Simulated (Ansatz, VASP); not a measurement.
MgI2 in VASP and in Ansatz

```xyz
3
Lattice="4.1400 0.0000 0.0000 -2.0700 3.5853 0.0000 0.0000 0.0000 6.8800" Properties=species:S:1:pos:R:3 pbc="T T T"
I     2.0700    1.1951    5.1600
I     0.0000    2.3902    1.7200
Mg    0.0000    0.0000    0.0000
```

Alike in both runs: task single point; functional PBE-based screened hybrid with a share of 0.25 of exact exchange and HFSCREEN = 0.15; k mesh 4 × 4 × 2; occupations fermi-dirac, width 0.05 eV; no spin polarisation.

|  | VASP | Ansatz |
| --- | --- | --- |
| version | VASP 6.6.1 | Ansatz 0.2.0 |
| potentials or method | VASP PAW PBE potentials, release 64 (I, Mg) | Ansatz PAW |
| plane-wave cutoff (eV) | 520 | 420 |
| valence electrons in the cell | 16 | 44 |

VASP gave:

```
gap on the k mesh at the Fermi level (eV)                     : 4.59
least direct gap on the mesh (eV)                             : 4.78
pressure (GPa)                                                : -0.1
traceless stress, the component that is largest in VASP (GPa) : -0.61
rms of the force components (eV/Å)                            : 0.188
```

Task: What did Ansatz give for the same quantities?

Result: gap on the k mesh at the Fermi level (eV): 4.61; least direct gap on the mesh (eV): 4.83; pressure (GPa): 0.0; traceless stress, the component that is largest in VASP (GPa): -0.60; rms of the force components (eV/Å): 0.179.

VASP's potentials were made for PBE, not for PBE-based screened hybrid. Atom by atom the forces differ by 0.009 eV/Å (rms over components). VASP's potentials hold 16 valence electrons a cell and Ansatz's 44, so a difference there can come from the potentials and not from the codes.

The k mesh is coarse, so the values compare programs but aren't converged. Spin-orbit coupling is off throughout.
